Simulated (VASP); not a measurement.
A run of VASP 6.6.1 is set up as follows.

The input INCAR:

```
SYSTEM = Si5C3
ALGO = Fast
EDIFF = 1E-6
ENCUT = 520
GGA = PE
ISIF = 2
ISMEAR = 0
LASPH = .True.
LCHARG = .False.
LREAL = Auto
LWAVE = .False.
NBANDS = 46
NELM = 100
PREC = Accurate
SIGMA = 0.1
```

The input KPOINTS:

```
k-points
0
Gamma
  6 6 6
  0 0 0
```

File POSCAR:

```
Si5C3
1.0
   -5.2607820000      5.2607650000     -1.1828200000
   -3.9967490000      0.0812130000      4.1064810000
   -0.0811840000      3.9967620000      4.1065100000
C Si
6 10
Direct
    0.4482315126      0.0056368876      0.0063385997
    0.4482246454      0.5056650959      0.5063679888
    0.3940114391      0.8496911408      0.3503717949
    0.3762053324      0.3846504533      0.3853491465
    0.3762023126      0.8846274979      0.8853251715
    0.3940098207      0.3496745592      0.8503902119
    0.0810836972      0.9425173599      0.9432258766
    0.1153293883      0.4804901553      0.9814779148
    0.1153321683      0.9807927417      0.4811725871
    0.4852863603      0.5016977291      0.0024102936
    0.4852877172      0.0017099039      0.5023974789
    0.0811158054      0.4426299746      0.4433448580
    0.8468861500      0.9209975295      0.4215256244
    0.7448724078      0.4106720729      0.4113942014
    0.7448855053      0.9105952098      0.9113269457
    0.8468870869      0.4209203708      0.9215968091
```

Potentials or basis: VASP PAW PBE potentials, release 64 (C, Si).

The run is started by

```sh
$ cat potpaw_PBE.64/C/POTCAR potpaw_PBE.64/Si/POTCAR > POTCAR
$ mpirun -np 1 vasp_std > vasp.out
```

(1) What does it give for the pressure?

(2) Estimate the band gap on the k mesh.

Results:

(1) 0.2 GPa.

(2) zero (bands 32 and 33 overlap by 1.85 eV).
